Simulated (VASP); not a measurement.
Here is a VASP 6.6.1 calculation.

The input INCAR:

```
SYSTEM = CoO
  PREC = Accurate
  ENCUT = 520
  EDIFF = 1E-6
  ISMEAR = 0
  SIGMA = 0.02
  LREAL = .FALSE.
  LASPH = .TRUE.
  NELM = 150
  ALGO = Normal
  ISIF = 2
  LWAVE = .FALSE.
  LCHARG = .TRUE.
  ISPIN = 2
  MAGMOM = 2.73 0.22
  LORBIT = 11
  LMAXMIX = 4
  LDAU = .TRUE.
  LDAUTYPE = 2
  LDAUL = 2 -1
  LDAUU = 3.32 0
  LDAUJ = 0 0
  LDAUPRINT = 1
  GGA = PE
  LELF = .TRUE.
  LVHAR = .TRUE.
  NBANDS = 18
```

KPOINTS

```
regular mesh
0
G
  14 14 14
  0 0 0
```

POSCAR

```
CoO
1.0
    0.0000000000      2.3192549574      2.3192549574
    2.3192549574      0.0000000000      2.3192549574
    2.3192549574      2.3192549574      0.0000000000
Co O
1 1
Direct
    0.0000000000      0.0000000000      0.0000000000
    0.2500000000      0.2500000000      0.2500000000
```

Potentials or basis: VASP PAW PBE potentials, release 64 (Co, O).

Run with:

```console
$ cat potpaw_PBE.64/Co/POTCAR potpaw_PBE.64/O/POTCAR > POTCAR
$ mpirun -np 1 vasp_std > vasp.out
```

(1) What does it give for the net moment?

(2) Predict the band gap on the k mesh.

(3) What does it give for the site moments?

Results:

(1) 3.00 μB per cell.

(2) 0.59 eV.

(3) Co +2.71; O +0.18 μB.

Caveat: a cell with one magnetic atom can't hold antiferromagnetic order, which such compounds often take.
